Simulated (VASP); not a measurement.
# Ag (P6_3/mmc) in VASP: notebook, part 3 of 3

VASP 6.6.1. Earlier steps stand in the parts before.

### Step 6. Single point, LDA

This run uses another cell than the first one, of the same volume but with other edges.

The input, INCAR:

```
SYSTEM = Ag
  ALGO = Fast
  EDIFF = 1E-6
  ENCUT = 520
  ISIF = 2
  ISMEAR = 0
  LASPH = .TRUE.
  LCHARG = .FALSE.
  LREAL = .FALSE.
  LWAVE = .FALSE.
  NBANDS = 18
  NELM = 80
  PREC = Accurate
  SIGMA = 0.15
```

The input, KPOINTS:

```
k-points
0
G
  21 21 12
  0 0 0
```

The input, POSCAR:

```
Ag
1.0
    2.9701400286      0.0000000000      0.0000000000
   -1.4850700143      2.5722167176      0.0000000000
    0.0000000000      0.0000000000      4.6613996094
Ag
2
Direct
    0.3333333333      0.6666666667      0.2500000000
    0.6666666667      0.3333333333      0.7500000000
```

Potentials or basis: VASP PAW LDA potentials, release 64 (Ag).

The run is started by

```bash
cat potpaw_LDA.64/Ag/POTCAR > POTCAR
mpirun -np 1 vasp_std > vasp.out
```

OUTCAR:

```text
SYSTEM = Ag
   EDIFF = 1E-6
   ENCUT = 520
   ISIF = 2
   ISMEAR = 0
   LASPH = .TRUE.
   LREAL = .FALSE.
   NELM = 80
   PREC = Accurate

 ion  position               nearest neighbor table
   1  0.333  0.667  0.250-   2 2.89   2 2.89   2 2.89   2 2.89   2 2.89   2 2.89
   2  0.667  0.333  0.750-   1 2.89   1 2.89   1 2.89   1 2.89   1 2.89   1 2.89

  LATTYP: Found a hexagonal cell.
 ALAT       =     2.9701400286
 C/A-ratio  =     1.5694208234

  Lattice vectors:

 A1 = (   2.9701400286,   0.0000000000,   0.0000000000)
 A2 = (  -1.4850700143,   2.5722167176,   0.0000000000)
 A3 = (   0.0000000000,   0.0000000000,   4.6613996094)

Analysis of symmetry for initial positions (statically):
=====================================================================
 Subroutine PRICEL returns:
 Original cell was already a primitive cell.

 Routine SETGRP: Setting up the symmetry group for a
 hexagonal supercell.

 Subroutine GETGRP returns: Found 24 space group operations
 (whereof 12 operations were pure point group operations)
 out of a pool of 24 trial point group operations.

The static configuration has the point symmetry D_3d.
 The point group associated with its full space group is D_6h.

Analysis of symmetry for dynamics (positions and initial velocities):
=====================================================================
 Subroutine PRICEL returns:
 Original cell was already a primitive cell.

 Routine SETGRP: Setting up the symmetry group for a
 hexagonal supercell.

 Subroutine GETGRP returns: Found 24 space group operations
 (whereof 12 operations were pure point group operations)
 out of a pool of 24 trial point group operations.

The dynamic configuration has the point symmetry D_3d.
 The point group associated with its full space group is D_6h.

 Subroutine INISYM returns: Found 24 space group operations
 (whereof 12 operations are pure point group operations),
 and found     1 'primitive' translations

----------------------------------------------------------------------------------------

                                     Primitive cell

  volume of cell :      35.6124

  direct lattice vectors                    reciprocal lattice vectors
     2.970140029  0.000000000  0.000000000     0.336684463  0.194384865  0.000000000
    -1.485070014  2.572216718  0.000000000     0.000000000  0.388769730  0.000000000
     0.000000000  0.000000000  4.661399609     0.000000000  0.000000000  0.214527842

  length of vectors
     2.970140029  2.970140029  4.661399609     0.388769730  0.388769730  0.214527842

  position of ions in fractional coordinates (direct lattice)
     0.333333333  0.666666667  0.250000000
     0.666666667  0.333333333  0.750000000

  ion indices of the primitive-cell ions
   primitive index   ion index
                 1           1
                 2           2

----------------------------------------------------------------------------------------

 KPOINTS: k-points

Automatic generation of k-mesh.
 Grid dimensions read from file:
 generate k-points for:   21   21   12

 Generating k-lattice:

  Cartesian coordinates                     Fractional coordinates (reciprocal lattice)
     0.016032593  0.009256422  0.000000000     0.047619048  0.000000000  0.000000000
     0.000000000  0.018512844  0.000000000     0.000000000  0.047619048  0.000000000
     0.000000000  0.000000000  0.017877320     0.000000000  0.000000000  0.083333333

  Length of vectors
     0.018512844  0.018512844  0.017877320

  Shift w.r.t. Gamma in fractional coordinates (k-lattice)
     0.000000000  0.000000000  0.000000000

 Subroutine IBZKPT returns following result:
 ===========================================

 Found    336 irreducible k-points:

 Following reciprocal coordinates:
            Coordinates               Weight
  0.000000  0.000000  0.000000      1.000000
  0.047619  0.000000  0.000000      6.000000
  0.095238  0.000000  0.000000      6.000000
  0.142857  0.000000  0.000000      6.000000
  0.190476  0.000000  0.000000      6.000000
  0.238095  0.000000  0.000000      6.000000
[... 16 lines left out ...]
  0.142857  0.095238  0.000000     12.000000
  0.190476  0.095238  0.000000     12.000000
 [... further k-points ...]
   k-points           NKPTS =    336   k-points in BZ     NKDIM =    336   number of bands    NBANDS=     18
   number of dos      NEDOS =    301   number of ions     NIONS =      2
   total plane-waves  NPLWV =  20736
   dimension x,y,z NGX =    24 NGY =   24 NGZ =   36
   dimension x,y,z NGXF=    48 NGYF=   48 NGZF=   72
   ions per type =               2
   NGX,Y,Z   is equivalent  to a cutoff of  13.43, 13.43, 12.84 a.u.
   NGXF,Y,Z  is equivalent  to a cutoff of  26.87, 26.87, 25.68 a.u.
 SYSTEM =  Ag
   PREC   = accura    normal or accurate (medium, high low for compatibility)
   ISTART =      0    job   : 0-new  1-cont  2-samecut
   ICHARG =      2    charge: 1-file 2-atom 10-const
   ISPIN  =      1    spin polarized calculation?
   LNONCOLLINEAR =      F non collinear calculations
   LSORBIT =      F    spin-orbit coupling
   LASPH  =      T    aspherical Exc in radial PAW
   ENCUT  =  520.0 eV  38.22 Ry    6.18 a.u.   5.52  5.52  8.67*2*pi/ulx,y,z
   NELM   =     80;   NELMIN=  2; NELMDL= -5     # of ELM steps
   EDIFF  = 0.1E-05   stopping-criterion for ELM
   LREAL  =      F    real-space projection
   EDIFFG = 0.1E-04   stopping-criterion for IOM
   NSW    =      0    number of steps for IOM
   IBRION =     -1    ionic relax: 0-MD 1-quasi-New 2-CG
   NFREE  =      0    steps in history (QN), initial steepest desc. (CG)
   ISIF   =      2    stress and relaxation
   ISYM   =      2    0-nonsym 1-usesym 2-fastsym
   POTIM  = 0.5000    time-step for ionic-motion
   TEBEG  =    0.0;   TEEND  =   0.0 temperature during run
   PSTRESS=    0.0 pullay stress
   NELECT =      22.0000    total number of electrons
   NUPDOWN=      -1.0000    fix difference up-down
   EMIN   =  10.00;   EMAX   =-10.00  energy-range for DOS
   EFERMI =   0.00;   METHOD = LEGACY
   ISMEAR =     0;   SIGMA  =   0.15  broadening in eV -4-tet -1-fermi 0-gaus
   EFERMI_NEDOS =   21; number of points for ismear=-14 and -15
   IALGO  =     68    algorithm
   IMIX   =      4    mixing-type and parameters
     AMIX     =   0.40;   BMIX     =  1.00
     AMIX_MAG =   1.60;   BMIX_MAG =  1.00
  volume/ion in A,a.u.               =      17.81       120.16
  Fermi-wavevector in a.u.,A,eV,Ry     =   1.394276  2.634800 26.449806  1.944006
  Thomas-Fermi vector in A             =   2.517841
   LORBIT       =      0    0 simple, 1 ext, 2 COOP (PROOUT), +10 PAW based schemes
   GGA     = CA    functional components
   LHFCALC =     F    Hartree Fock is set to
   AEXX    =    0.0000 exact exchange contribution
   IVDW    =     0    specifies the selected vdW correction
   LEPSILON=     F    determine dielectric tensor
   LRPA    =     F    only Hartree local field effects (RPA)
 non-spin polarized calculation
 RMM-DIIS sequential band-by-band and
 Gauss-broadening in eV      SIGMA  =   0.15
  energy-cutoff  :      520.00
  volume of cell :       35.61
 maximum number of plane-waves:       984
 NGX is ok and might be reduce to    24

 number of electron      22.0000008 magnetization

 Free energy of the ion-electron system (eV)
  ---------------------------------------------------
  ext. energy  EPLUGINS =         0.00000000
  ---------------------------------------------------
  free energy    TOTEN  =        -7.41486328 eV

  energy without entropy =       -7.40840845  energy(sigma->0) =       -7.41163587

 E-fermi :   7.5459     XC(G=0): -12.3277

 val. band max:        7.5402702006   @ k =   0.3810   0.1429   0.1667
 cond. band min:       7.5753478951   @ k =   0.4286   0.0952   0.0000
 fundamental gap:      0.0350776945
 Fermi energy:         7.5458804673

 k-point     1 :       0.0000    0.0000    0.0000
  band No.  band energies     occupation
      1       0.0360      2.00000
      2       1.4471      2.00000
      3       3.0243      2.00000
      4       3.0243      2.00000
      5       3.0892      2.00000
      6       3.2808      2.00000
[... 10 lines left out ...]
     17      25.0945      0.00000
     18      25.6347      0.00000
[... 463 lines left out ...]
 k-point    24 :       0.1905    0.0952    0.0000
  band No.  band energies     occupation
      1       1.4183      2.00000
      2       1.9583      2.00000
      3       2.5630      2.00000
      4       2.6357      2.00000
      5       3.0274      2.00000
      6       3.1818      2.00000
[... 10 lines left out ...]
     17      23.7644      0.00000
     18      24.4185      0.00000

 [... further k-points ...]
[... 5 lines left out ...]
  --------------------------------------------------------------------------------------
  -------------------------------------------------------------------------------------
  Total       -2.5161980     -2.5161980     -1.8437270      0.0000000      0.0000000      0.0000000
  in kB     -113.2021265   -113.2021265    -82.9480862      0.0000000      0.0000000      0.0000000
  external PRESSURE =    -103.1174464 kB  Pullay stress =       0.0000000 kB

 VOLUME and BASIS-vectors are now :
 -----------------------------------------------------------------------------
  energy-cutoff  :      520.00
  volume of cell :       35.61
      direct lattice vectors                 reciprocal lattice vectors
     2.970140029  0.000000000  0.000000000     0.336684463  0.194384865  0.000000000
    -1.485070014  2.572216718  0.000000000     0.000000000  0.388769730  0.000000000
     0.000000000  0.000000000  4.661399609     0.000000000  0.000000000  0.214527842

 POSITION                                       TOTAL-FORCE (eV/Angst)
 -----------------------------------------------------------------------------------
     -0.00000      1.71481      1.16535         0.000000     -0.000000      0.000000
      1.48507      0.85741      3.49605        -0.000000      0.000000      0.000000
 -----------------------------------------------------------------------------------
    total drift:                               -0.000000      0.000000     -0.000000

  FREE ENERGIE OF THE ION-ELECTRON SYSTEM (eV)
  ---------------------------------------------------
  free  energy   TOTEN  =        -7.4148632753 eV

  energy  without entropy=       -7.4084084550  energy(sigma->0) =       -7.41163587
```

OSZICAR:

```text
N       E                     dE             d eps       ncg     rms          rms(c)
DAV:   1     0.123264984588E+03    0.12326E+03   -0.11737E+04 12112   0.121E+03
DAV:   2    -0.593670779085E+01   -0.12920E+03   -0.12282E+03 12522   0.266E+02
DAV:   3    -0.799824393271E+01   -0.20615E+01   -0.20546E+01 14054   0.378E+01
DAV:   4    -0.800446527713E+01   -0.62213E-02   -0.62208E-02 13390   0.205E+00
DAV:   5    -0.800451730196E+01   -0.52025E-04   -0.52025E-04 13450   0.200E-01    0.695E+00
RMM:   6    -0.743875682108E+01    0.56576E+00   -0.13935E+00 12108   0.943E+00    0.444E+00
RMM:   7    -0.742282757803E+01    0.15929E-01   -0.17226E-02 12699   0.128E+00    0.258E+00
RMM:   8    -0.741485186586E+01    0.79757E-02   -0.17907E-03 13105   0.451E-01    0.179E-01
RMM:   9    -0.741486657956E+01   -0.14714E-04   -0.26435E-04 13317   0.127E-01    0.532E-02
RMM:  10    -0.741486418146E+01    0.23981E-05   -0.44026E-05 13468   0.493E-02    0.300E-02
RMM:  11    -0.741486368977E+01    0.49169E-06   -0.10716E-05 11878   0.203E-02    0.165E-02
RMM:  12    -0.741486327530E+01    0.41447E-06   -0.48679E-06 11442   0.167E-02
   1 F= -.74148633E+01 E0= -.74116359E+01  d E =-.645482E-02
```

It took 71 s on 1 thread of Intel Xeon Platinum 8559C (Emerald Rapids), shared host; peak memory 0.27 GiB.

What came out:

| Quantity | Value |
| --- | --- |
| Free energy | -7.4149 eV |
| Pressure | -10.3 GPa |
| Band gap on the k mesh | zero (band 11 reaches 11.32 eV, above the bottom of band 12 at 4.24 eV) |

Stress tensor (GPa, compression positive):
```
-11.32   0.00   0.00
  0.00 -11.32   0.00
  0.00   0.00  -8.29
```

Levels at points of the mesh, in eV from the Fermi level:
```csv
k point,band 7,band 8,band 9,band 10,band 11,band 12,band 13,band 14,band 15,band 16
"(0.00, 0.00, 0.00)",-4.27,-4.10,-4.10,-3.01,-3.01,-0.02,3.86,15.27,17.00,17.00
"(0.00, 0.00, 0.50)",-4.29,-4.29,-3.31,-3.31,-3.31,-3.31,11.66,11.66,15.59,15.59
```

### Step 7. Single point, LDA

This run uses another cell than the first one, of the same volume but with other edges.

The input, INCAR:

```
SYSTEM = Ag
  PREC = Accurate
  ENCUT = 520
  EDIFF = 1E-6
  ISMEAR = 0
  SIGMA = 0.15
  LREAL = .FALSE.
  LASPH = .TRUE.
  NELM = 60
  ALGO = Fast
  ISIF = 2
  LWAVE = .FALSE.
  LCHARG = .FALSE.
  GGA = CA
  NBANDS = 18
```

The input, KPOINTS:

```
regular mesh
0
G
  21 21 12
  0 0 0
```

The input, POSCAR:

```
Ag
1.0
    2.8827317815      0.0000000000      0.0000000000
   -1.4413658908      2.4965189551      0.0000000000
    0.0000000000      0.0000000000      4.9483648444
Ag
2
Direct
    0.3333333333      0.6666666667      0.2500000000
    0.6666666667      0.3333333333      0.7500000000
```

The run is started by

```bash
cat potpaw_LDA.64/Ag/POTCAR > POTCAR
mpirun -np 1 vasp_std > vasp.out
```

It took 66 s on 1 thread of Intel Xeon Platinum 8559C (Emerald Rapids), shared host; peak memory 0.28 GiB.

The run converged. Its results:

| Property | Result |
| --- | --- |
| Free energy | -7.4191 eV |
| Pressure | -10.4 GPa |
| Band gap on the k mesh | zero (band 11 reaches 11.73 eV, above the bottom of band 12 at 4.24 eV) |

Stress tensor (GPa, compression positive):
```
 -9.53   0.00   0.00
  0.00  -9.53   0.00
  0.00   0.00 -12.19
```

Levels at points of the mesh, in eV from the Fermi level:
| k point | band 7 | band 8 | band 9 | band 10 | band 11 | band 12 | band 13 | band 14 | band 15 | band 16 |
| --- | --- | --- | --- | --- | --- | --- | --- | --- | --- | --- |
| (0.00, 0.00, 0.00) | -4.43 | -3.88 | -3.88 | -3.09 | -3.09 | -0.70 | 2.62 | 15.87 | 16.29 | 17.77 |
| (0.00, 0.00, 0.50) | -4.53 | -4.53 | -3.37 | -3.37 | -3.37 | -3.37 | 9.69 | 9.69 | 16.19 | 16.19 |

### Step 8. Summary

```csv
cell,further INCAR settings,gap on the mesh (eV),pressure (GPa)
"a = 3.093, b = 3.093, c = 4.298 Å, angles 90.0, 90.0, 120.0°, 2 atoms",ALGO = Fast; EDIFF = 1e-07; NBANDS = 18,none,-7.9
"a = 2.757, b = 2.757, c = 5.409 Å, angles 90.0, 90.0, 120.0°, 2 atoms",ALGO = Fast; EDIFF = 1e-07; NBANDS = 18,none,-6.3
"a = 3.013, b = 3.013, c = 4.531 Å, angles 90.0, 90.0, 120.0°, 2 atoms",ALGO = Fast; EDIFF = 1e-06; NBANDS = 18,none,-9.7
"a = 2.838, b = 2.838, c = 5.104 Å, angles 90.0, 90.0, 120.0°, 2 atoms",ALGO = Fast; EDIFF = 1e-06; NBANDS = 18,none,-9.6
"a = 2.970, b = 2.970, c = 4.661 Å, angles 90.0, 90.0, 120.0°, 2 atoms",ALGO = Fast; EDIFF = 1e-06; NBANDS = 18,none,-10.3
"a = 2.883, b = 2.883, c = 4.948 Å, angles 90.0, 90.0, 120.0°, 2 atoms",ALGO = Fast; EDIFF = 1e-06; NBANDS = 18,none,-10.4
```

Alike in all rows: task single point; level LDA; potentials or basis VASP PAW LDA potentials, release 64 (Ag); no spin polarisation; k mesh 21 × 21 × 12; cutoff (eV) 520; smearing gaussian 0.15 eV.

Absolute energies hang on the potentials; compare differences alone.
